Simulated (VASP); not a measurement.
# Os (P6_3/mmc) in VASP: a series of runs, part 2 of 2

VASP 6.6.1. Earlier steps stand in the parts before.

## 5. Single point, r2SCAN

Contents of POSCAR:

```
Os
1.0
    2.7393806551      0.0000000000      0.0000000000
   -1.3696903275      2.3723732379      0.0000000000
    0.0000000000      0.0000000000      4.3138178725
Os
2
Direct
    0.3333333333      0.6666666667      0.2500000000
    0.6666666667      0.3333333333      0.7500000000
```

Contents of INCAR.step1:

```
SYSTEM = Os
PREC = Accurate
ENCUT = 520
ISMEAR = -1
SIGMA = 0.1
LREAL = .FALSE.
LASPH = .TRUE.
NELM = 80
NBANDS = 15
GGA = PE
ALGO = Normal
EDIFF = 1E-4
LWAVE = .TRUE.
LCHARG = .FALSE.
```

Contents of INCAR.step2:

```
SYSTEM = Os
PREC = Accurate
ENCUT = 520
EDIFF = 1E-7
ISMEAR = -1
SIGMA = 0.1
LREAL = .FALSE.
LASPH = .TRUE.
NELM = 80
ALGO = Normal
ISIF = 2
LWAVE = .FALSE.
LCHARG = .FALSE.
METAGGA = R2SCAN
LMIXTAU = .TRUE.
NBANDS = 15
ISTART = 1
```

Contents of KPOINTS:

```
regular mesh
0
G
  11 11 6
  0 0 0
```

Potentials or basis: VASP PAW PBE potentials, release 64 (Os).

Run with:

```console
cat potpaw_PBE.64/Os/POTCAR > POTCAR
cp INCAR.step1 INCAR
mpirun -np 1 vasp_std > vasp.out
cp INCAR.step2 INCAR
mpirun -np 1 vasp_std > vasp.out
```

OUTCAR:

```text
SYSTEM = Os
   PREC = Accurate
   ENCUT = 520
   EDIFF = 1E-7
   ISMEAR = -1
   LREAL = .FALSE.
   LASPH = .TRUE.
   NELM = 80
   ISIF = 2
   METAGGA = R2SCAN
   ISTART = 1

 ion  position               nearest neighbor table
   1  0.333  0.667  0.250-   2 2.67   2 2.67   2 2.67   2 2.67   2 2.67   2 2.67
   2  0.667  0.333  0.750-   1 2.67   1 2.67   1 2.67   1 2.67   1 2.67   1 2.67

  LATTYP: Found a hexagonal cell.
 ALAT       =     2.7393806551
 C/A-ratio  =     1.5747420368

  Lattice vectors:

 A1 = (   2.7393806551,   0.0000000000,   0.0000000000)
 A2 = (  -1.3696903275,   2.3723732379,   0.0000000000)
 A3 = (   0.0000000000,   0.0000000000,   4.3138178725)

Analysis of symmetry for initial positions (statically):
=====================================================================
 Subroutine PRICEL returns:
 Original cell was already a primitive cell.

 Routine SETGRP: Setting up the symmetry group for a
 hexagonal supercell.

 Subroutine GETGRP returns: Found 24 space group operations
 (whereof 12 operations were pure point group operations)
 out of a pool of 24 trial point group operations.

The static configuration has the point symmetry D_3d.
 The point group associated with its full space group is D_6h.

Analysis of symmetry for dynamics (positions and initial velocities):
=====================================================================
 Subroutine PRICEL returns:
 Original cell was already a primitive cell.

 Routine SETGRP: Setting up the symmetry group for a
 hexagonal supercell.

 Subroutine GETGRP returns: Found 24 space group operations
 (whereof 12 operations were pure point group operations)
 out of a pool of 24 trial point group operations.

The dynamic configuration has the point symmetry D_3d.
 The point group associated with its full space group is D_6h.

 Subroutine INISYM returns: Found 24 space group operations
 (whereof 12 operations are pure point group operations),
 and found     1 'primitive' translations

----------------------------------------------------------------------------------------

                                     Primitive cell

  volume of cell :      28.0348

  direct lattice vectors                    reciprocal lattice vectors
     2.739380655  0.000000000  0.000000000     0.365046018  0.210759417  0.000000000
    -1.369690328  2.372373238  0.000000000     0.000000000  0.421518834  0.000000000
     0.000000000  0.000000000  4.313817872     0.000000000  0.000000000  0.231813217

  length of vectors
     2.739380655  2.739380655  4.313817872     0.421518834  0.421518834  0.231813217

  position of ions in fractional coordinates (direct lattice)
     0.333333333  0.666666667  0.250000000
     0.666666667  0.333333333  0.750000000

  ion indices of the primitive-cell ions
   primitive index   ion index
                 1           1
                 2           2

----------------------------------------------------------------------------------------

 KPOINTS: regular mesh

Automatic generation of k-mesh.
 Grid dimensions read from file:
 generate k-points for:   11   11    6

 Generating k-lattice:

[... 41 lines left out ...]
  0.181818  0.090909  0.166667     24.000000
 [... further k-points ...]
   k-points           NKPTS =     64   k-points in BZ     NKDIM =     64   number of bands    NBANDS=     15
   number of dos      NEDOS =    301   number of ions     NIONS =      2
   total plane-waves  NPLWV =  12800
   dimension x,y,z NGX =    20 NGY =   20 NGZ =   32
   dimension x,y,z NGXF=    40 NGYF=   40 NGZF=   64
   ions per type =               2
   NGX,Y,Z   is equivalent  to a cutoff of  12.14, 12.14, 12.33 a.u.
   NGXF,Y,Z  is equivalent  to a cutoff of  24.27, 24.27, 24.66 a.u.
 SYSTEM =  Os
   PREC   = accura    normal or accurate (medium, high low for compatibility)
   ISTART =      1    job   : 0-new  1-cont  2-samecut
   ICHARG =      0    charge: 1-file 2-atom 10-const
   ISPIN  =      1    spin polarized calculation?
   LNONCOLLINEAR =      F non collinear calculations
   LSORBIT =      F    spin-orbit coupling
   LASPH  =      T    aspherical Exc in radial PAW
   ENCUT  =  520.0 eV  38.22 Ry    6.18 a.u.   5.09  5.09  8.02*2*pi/ulx,y,z
   NELM   =     80;   NELMIN=  2; NELMDL=  0     # of ELM steps
   EDIFF  = 0.1E-06   stopping-criterion for ELM
   LREAL  =      F    real-space projection
   EDIFFG = 0.1E-05   stopping-criterion for IOM
   NSW    =      0    number of steps for IOM
   IBRION =     -1    ionic relax: 0-MD 1-quasi-New 2-CG
   NFREE  =      0    steps in history (QN), initial steepest desc. (CG)
   ISIF   =      2    stress and relaxation
   ISYM   =      2    0-nonsym 1-usesym 2-fastsym
   POTIM  = 0.5000    time-step for ionic-motion
   TEBEG  =    0.0;   TEEND  =   0.0 temperature during run
   PSTRESS=    0.0 pullay stress
   NELECT =      16.0000    total number of electrons
   NUPDOWN=      -1.0000    fix difference up-down
   EMIN   =  10.00;   EMAX   =-10.00  energy-range for DOS
   EFERMI =   0.00;   METHOD = LEGACY
   ISMEAR =    -1;   SIGMA  =   0.10  broadening in eV -4-tet -1-fermi 0-gaus
   EFERMI_NEDOS =   21; number of points for ismear=-14 and -15
   IALGO  =     38    algorithm
   IMIX   =      4    mixing-type and parameters
     AMIX     =   0.40;   BMIX     =  1.00
     AMIX_MAG =   1.60;   BMIX_MAG =  1.00
  volume/ion in A,a.u.               =      14.02        94.59
  Fermi-wavevector in a.u.,A,eV,Ry     =   1.357946  2.566145 25.089370  1.844017
  Thomas-Fermi vector in A             =   2.484821
   LORBIT       =      0    0 simple, 1 ext, 2 COOP (PROOUT), +10 PAW based schemes
   METAGGA = R2SCAN    functional components
   LHFCALC =     F    Hartree Fock is set to
   AEXX    =    0.0000 exact exchange contribution
   IVDW    =     0    specifies the selected vdW correction
   LEPSILON=     F    determine dielectric tensor
   LRPA    =     F    only Hartree local field effects (RPA)
 non-spin polarized calculation
  energy-cutoff  :      520.00
  volume of cell :       28.03
 maximum number of plane-waves:       772
   NGX = 11   NGY = 11   NGZ = 17

 number of electron      15.9999999 magnetization

 Free energy of the ion-electron system (eV)
  ---------------------------------------------------
  ext. energy  EPLUGINS =         0.00000000
  ---------------------------------------------------
  free energy    TOTEN  =      -106.01569429 eV

  energy without entropy =     -105.96709941  energy(sigma->0) =     -105.99139685

 E-fermi :   9.2002     XC(G=0): -15.3757

 val. band max:        9.1517384143   @ k =   0.0909   0.0000   0.3333
 cond. band min:       9.2305839170   @ k =   0.3636   0.0909   0.3333
 fundamental gap:      0.0788455026
 Fermi energy:         9.2001705841

 k-point     1 :       0.0000    0.0000    0.0000
  band No.  band energies     occupation
      1      -2.1831      2.00000
      2       1.1197      2.00000
      3       6.0664      2.00000
      4       6.0664      2.00000
      5       6.3737      2.00000
      6       6.9405      2.00000
      7       6.9405      2.00000
      8       7.5647      2.00000
      9       7.5647      2.00000
     10       9.2785      0.62722
     11      10.9766      0.00000
     12      10.9766      0.00000
     13      18.8172      0.00000
     14      23.9968      0.00000
[... 401 lines left out ...]
      2       2.7836      2.00000
      3       4.2631      2.00000
      4       4.4875      2.00000
      5       5.8043      2.00000
      6       6.4313      2.00000
      7       7.0324      2.00000
      8       8.0491      1.99998
      9       8.6612      1.99091
     10       9.0635      1.59378
     11      11.4347      0.00000
     12      15.0231      0.00000
     13      20.3520      0.00000
     14      24.9978      0.00000
     15      26.1769      0.00000

 [... further k-points ...]

------------------------ aborting loop because EDIFF is reached ----------------------------------------

  FORCE on cell =-STRESS in cart. coord.  units (eV):
  Direction    XX          YY          ZZ          XY          YZ          ZX
  --------------------------------------------------------------------------------------
  -------------------------------------------------------------------------------------
  Total        0.1269455      0.1269455      0.3817917      0.0000000      0.0000000      0.0000000
  in kB        7.2548860      7.2548860     21.8192495      0.0000000      0.0000000      0.0000000
  external PRESSURE =      12.1096738 kB  Pullay stress =       0.0000000 kB

 VOLUME and BASIS-vectors are now :
 -----------------------------------------------------------------------------
  energy-cutoff  :      520.00
  volume of cell :       28.03
      direct lattice vectors                 reciprocal lattice vectors
     2.739380655  0.000000000  0.000000000     0.365046018  0.210759417  0.000000000
    -1.369690328  2.372373238  0.000000000     0.000000000  0.421518834  0.000000000
     0.000000000  0.000000000  4.313817872     0.000000000  0.000000000  0.231813217

 POSITION                                       TOTAL-FORCE (eV/Angst)
 -----------------------------------------------------------------------------------
     -0.00000      1.58158      1.07845         0.000000      0.000000      0.000000
      1.36969      0.79079      3.23536         0.000000      0.000000      0.000000
 -----------------------------------------------------------------------------------
    total drift:                                0.000000     -0.000000     -0.000000

  FREE ENERGIE OF THE ION-ELECTRON SYSTEM (eV)
  ---------------------------------------------------
  free  energy   TOTEN  =      -106.0156942905 eV

  energy  without entropy=     -105.9670994134  energy(sigma->0) =     -105.99139685
```

OUTCAR.step1:

```text
SYSTEM = Os
   PREC = Accurate
   ENCUT = 520
   ISMEAR = -1
   LREAL = .FALSE.
   LASPH = .TRUE.
[... 655 lines left out ...]
     -0.00000      1.58158      1.07845         0.000000     -0.000000      0.000000
      1.36969      0.79079      3.23536        -0.000000      0.000000      0.000000
 -----------------------------------------------------------------------------------
    total drift:                                0.000000     -0.000000     -0.000000

  FREE ENERGIE OF THE ION-ELECTRON SYSTEM (eV)
  ---------------------------------------------------
  free  energy   TOTEN  =       -22.4964778531 eV

  energy  without entropy=      -22.4460873940  energy(sigma->0) =      -22.47128262
```

Run time: 1.8 min. Hardware: 1 thread of Intel Xeon 8259CL, shared host; peak memory 0.16 GiB.

What came out:

```
Free energy            : -106.0157 eV
Pressure               : 1.2 GPa
Band gap on the k mesh : zero (bands 8 and 9 overlap by 4.05 eV)
```

Stress tensor (GPa, compression positive):
```
0.73 0.00 0.00
0.00 0.73 0.00
0.00 0.00 2.18
```

Levels at points of the mesh, in eV from the Fermi level:
| k point | band 6 | band 7 | band 8 | band 9 | band 10 | band 11 |
| --- | --- | --- | --- | --- | --- | --- |
| (0.00, 0.00, 0.00) | -2.26 | -2.26 | -1.64 | -1.64 | 0.08 | 1.78 |
| (0.00, 0.00, 0.50) | -3.35 | -3.35 | -3.35 | 0.95 | 0.95 | 0.95 |

Caveat: the PAW data sets were made with another functional, which shifts forces and pressure a little; spin-orbit coupling is left out, which moves the levels of the heavy elements.

## 6. Single point, r2SCAN

POSCAR is that of step 5.

Contents of INCAR.step1:

```
PREC = Accurate
ENCUT = 520
ISMEAR = -1
SIGMA = 0.1
LREAL = False
LASPH = True
NELM = 80
NBANDS = 15
GGA = PE
ALGO = Normal
EDIFF = 1E-4
LWAVE = True
LCHARG = False
```

Contents of INCAR.step2:

```
PREC = Accurate
ENCUT = 520
EDIFF = 1E-7
ISMEAR = -1
SIGMA = 0.1
LREAL = False
LASPH = True
NELM = 80
ALGO = Normal
ISIF = 2
LWAVE = False
LCHARG = False
METAGGA = R2SCAN
LMIXTAU = True
NBANDS = 15
ISTART = 1
```

Contents of KPOINTS:

```
regular mesh
0
Gamma
  13 13 7
```

Potentials or basis: VASP PAW PBE potentials, release 64 (Os).

Run with:

```console
cat potpaw_PBE.64/Os/POTCAR > POTCAR
cp INCAR.step1 INCAR
mpirun -np 1 vasp_std > vasp.out
cp INCAR.step2 INCAR
mpirun -np 1 vasp_std > vasp.out
```

OUTCAR:

```text
PREC = Accurate
   ENCUT = 520
   EDIFF = 1E-7
   ISMEAR = -1
   LREAL = False
   LASPH = True
   NELM = 80
   ISIF = 2
   METAGGA = R2SCAN
   ISTART = 1

 ion  position               nearest neighbor table
   1  0.333  0.667  0.250-   2 2.67   2 2.67   2 2.67   2 2.67   2 2.67   2 2.67
   2  0.667  0.333  0.750-   1 2.67   1 2.67   1 2.67   1 2.67   1 2.67   1 2.67

  LATTYP: Found a hexagonal cell.
 ALAT       =     2.7393806551
 C/A-ratio  =     1.5747420368

  Lattice vectors:

 A1 = (   2.7393806551,   0.0000000000,   0.0000000000)
 A2 = (  -1.3696903275,   2.3723732379,   0.0000000000)
 A3 = (   0.0000000000,   0.0000000000,   4.3138178725)

Analysis of symmetry for initial positions (statically):
=====================================================================
 Subroutine PRICEL returns:
 Original cell was already a primitive cell.

 Routine SETGRP: Setting up the symmetry group for a
 hexagonal supercell.

 Subroutine GETGRP returns: Found 24 space group operations
 (whereof 12 operations were pure point group operations)
 out of a pool of 24 trial point group operations.

The static configuration has the point symmetry D_3d.
 The point group associated with its full space group is D_6h.

Analysis of symmetry for dynamics (positions and initial velocities):
=====================================================================
 Subroutine PRICEL returns:
 Original cell was already a primitive cell.

 Routine SETGRP: Setting up the symmetry group for a
 hexagonal supercell.

 Subroutine GETGRP returns: Found 24 space group operations
 (whereof 12 operations were pure point group operations)
 out of a pool of 24 trial point group operations.

The dynamic configuration has the point symmetry D_3d.
 The point group associated with its full space group is D_6h.

 Subroutine INISYM returns: Found 24 space group operations
 (whereof 12 operations are pure point group operations),
 and found     1 'primitive' translations

[... 121 lines left out ...]
   AEXX    =    0.0000 exact exchange contribution
   IVDW    =     0    specifies the selected vdW correction
   LEPSILON=     F    determine dielectric tensor
   LRPA    =     F    only Hartree local field effects (RPA)
 non-spin polarized calculation
  energy-cutoff  :      520.00
  volume of cell :       28.03
 maximum number of plane-waves:       769
   NGX = 11   NGY = 11   NGZ = 17

 number of electron      15.9999999 magnetization

 Free energy of the ion-electron system (eV)
  ---------------------------------------------------
  ext. energy  EPLUGINS =         0.00000000
  ---------------------------------------------------
  free energy    TOTEN  =      -106.02619424 eV

  energy without entropy =     -105.98920304  energy(sigma->0) =     -106.00769864

 E-fermi :   9.3049     XC(G=0): -15.3762

 val. band max:        9.2829601275   @ k =   0.3077   0.3077   0.2857
 cond. band min:       9.3890623965   @ k =   0.4615   0.0769   0.4286
 fundamental gap:      0.1061022690
 Fermi energy:         9.3049066588

 k-point     1 :       0.0000    0.0000    0.0000
  band No.  band energies     occupation
      1      -2.1834      2.00000
      2       1.1184      2.00000
      3       6.0633      2.00000
      4       6.0633      2.00000
      5       6.3735      2.00000
      6       6.9378      2.00000
      7       6.9378      2.00000
      8       7.5649      2.00000
      9       7.5649      2.00000
     10       9.2792      1.12799
     11      10.9757      0.00000
     12      10.9757      0.00000
     13      18.8173      0.00000
     14      23.9969      0.00000
[... 401 lines left out ...]
      2       1.9659      2.00000
      3       5.0211      2.00000
      4       5.5475      2.00000
      5       6.2482      2.00000
      6       6.4895      2.00000
      7       7.2370      2.00000
      8       7.4139      2.00000
      9       7.7969      2.00000
     10       8.1321      1.99998
     11      11.3130      0.00000
     12      13.5329      0.00000
     13      19.9848      0.00000
     14      25.2486      0.00000
     15      27.4440      0.00000

 [... further k-points ...]

------------------------ aborting loop because EDIFF is reached ----------------------------------------

  FORCE on cell =-STRESS in cart. coord.  units (eV):
  Direction    XX          YY          ZZ          XY          YZ          ZX
  --------------------------------------------------------------------------------------
  -------------------------------------------------------------------------------------
  Total        0.1710665      0.1710665      0.1796017      0.0000000      0.0000000      0.0000000
  in kB        9.7763849      9.7763849     10.2641721      0.0000000      0.0000000      0.0000000
  external PRESSURE =       9.9389806 kB  Pullay stress =       0.0000000 kB

 VOLUME and BASIS-vectors are now :
 -----------------------------------------------------------------------------
  energy-cutoff  :      520.00
  volume of cell :       28.03
      direct lattice vectors                 reciprocal lattice vectors
     2.739380655  0.000000000  0.000000000     0.365046018  0.210759417  0.000000000
    -1.369690328  2.372373238  0.000000000     0.000000000  0.421518834  0.000000000
     0.000000000  0.000000000  4.313817872     0.000000000  0.000000000  0.231813217

 POSITION                                       TOTAL-FORCE (eV/Angst)
 -----------------------------------------------------------------------------------
     -0.00000      1.58158      1.07845         0.000000      0.000000      0.000000
      1.36969      0.79079      3.23536        -0.000000     -0.000000      0.000000
 -----------------------------------------------------------------------------------
    total drift:                                0.000000     -0.000000     -0.000000

  FREE ENERGIE OF THE ION-ELECTRON SYSTEM (eV)
  ---------------------------------------------------
  free  energy   TOTEN  =      -106.0261942406 eV

  energy  without entropy=     -105.9892030446  energy(sigma->0) =     -106.00769864
```

OUTCAR.step1:

```text
PREC = Accurate
   ENCUT = 520
   ISMEAR = -1
   LREAL = False
   LASPH = True
[... 655 lines left out ...]
     -0.00000      1.58158      1.07845         0.000000      0.000000      0.000000
      1.36969      0.79079      3.23536        -0.000000      0.000000      0.000000
 -----------------------------------------------------------------------------------
    total drift:                                0.000000     -0.000000     -0.000000

  FREE ENERGIE OF THE ION-ELECTRON SYSTEM (eV)
  ---------------------------------------------------
  free  energy   TOTEN  =       -22.5064111626 eV

  energy  without entropy=      -22.4679529509  energy(sigma->0) =      -22.48718206
```

Wall time 2.7 min (1 thread of Intel Xeon 8259CL, shared host); peak memory 0.16 GiB.

What came out:

```
Free energy            : -106.0262 eV
Pressure               : 1.0 GPa
Band gap on the k mesh : zero (bands 8 and 9 overlap by 3.97 eV)
```

Levels at points of the mesh, in eV from the Fermi level:
```
           k point  band 5  band 6  band 7  band 8  band 9  band 10  band 11  band 12
(0.00, 0.00, 0.00)   -2.93   -2.37   -2.37   -1.74   -1.74    -0.03     1.67     1.67
```

Caveat: the PAW data sets were made with another functional, which shifts forces and pressure a little; spin-orbit coupling is left out, which moves the levels of the heavy elements.

## 7. The runs side by side

```csv
k mesh,gap on the mesh (eV),pressure (GPa)
5 × 5 × 3,none,2.1
6 × 6 × 4,none,1.8
8 × 8 × 5,none,0.5
11 × 11 × 6,none,1.2
13 × 13 × 7,none,1.0
```

Alike in all rows: task single point; level r2SCAN; potentials or basis VASP PAW PBE potentials, release 64 (Os); no spin polarisation; cell as given; cutoff (eV) 520; smearing fermi-dirac 0.1 eV.

Caveats: some runs use coarse meshes; the PAW data sets were made with another functional, which shifts forces and pressure a little; spin-orbit coupling is left out, which moves the levels of the heavy elements.

Total energies depend on the potentials used, so only differences within one code and one set of settings carry meaning.
